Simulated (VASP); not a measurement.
A run of VASP 6.6.1 is set up as follows.

File POSCAR:

```
NaH
1.0
   -0.2696660593      2.3970316378      2.3131355305
    2.3970316378     -0.2696660593      2.3131355305
    2.1273655785      2.1273655785      0.0000000000
Na H
1 1
Direct
    0.0000000000      0.0000000000      0.0000000000
    0.5000000000      0.5000000000      0.5000000000
```

Contents of INCAR.step1:

```
PREC     = Accurate       # precision mode
ENCUT    = 520            # plane-wave cutoff, eV
ISMEAR   = -1             # smearing method
SIGMA    = 0.2            # smearing width, eV
LREAL    = False          # projectors in reciprocal space
LASPH    = True           # aspherical terms in the spheres
NELM     = 60             # most SCF steps
NBANDS   = 11             # bands
GGA      = PE             # functional
ALGO     = Normal         # electronic algorithm
EDIFF    = 1E-4           # SCF threshold, eV
LWAVE    = True           # write WAVECAR
LCHARG   = False          # write CHGCAR
```

The input INCAR.step2:

```
PREC     = Accurate       # precision mode
ENCUT    = 520            # plane-wave cutoff, eV
EDIFF    = 1E-6           # SCF threshold, eV
ISMEAR   = -1             # smearing method
SIGMA    = 0.2            # smearing width, eV
LREAL    = False          # projectors in reciprocal space
LASPH    = True           # aspherical terms in the spheres
NELM     = 60             # most SCF steps
ALGO     = Normal         # electronic algorithm
ISIF     = 2              # what is computed and relaxed
LWAVE    = False          # write WAVECAR
LCHARG   = False          # write CHGCAR
METAGGA  = R2SCAN         # meta-GGA
LMIXTAU  = True         
NBANDS   = 11             # bands
ISTART   = 1
```

Contents of KPOINTS:

```
Automatic mesh
0
Gamma
  8 8 8
```

Potentials or basis: VASP PAW PBE potentials, release 64 (Na_pv, H).

Command:

```sh
$ cat potpaw_PBE.64/Na_pv/POTCAR potpaw_PBE.64/H/POTCAR > POTCAR
$ cp INCAR.step1 INCAR
$ mpirun -np 1 vasp_std > vasp.out
$ cp INCAR.step2 INCAR
$ mpirun -np 1 vasp_std > vasp.out
```

(1) Estimate the pressure.

(2) What does it give for the band gap on the k mesh?

Results:

(1) 0.9 GPa.

(2) 3.64 eV (least direct gap 5.17 eV).

Caveat: the cell differs from its parent crystal (engineering shear strain xy -0.2250, normal strain along z -0.0350); the PAW data sets were made with another functional, which shifts forces and pressure a little.
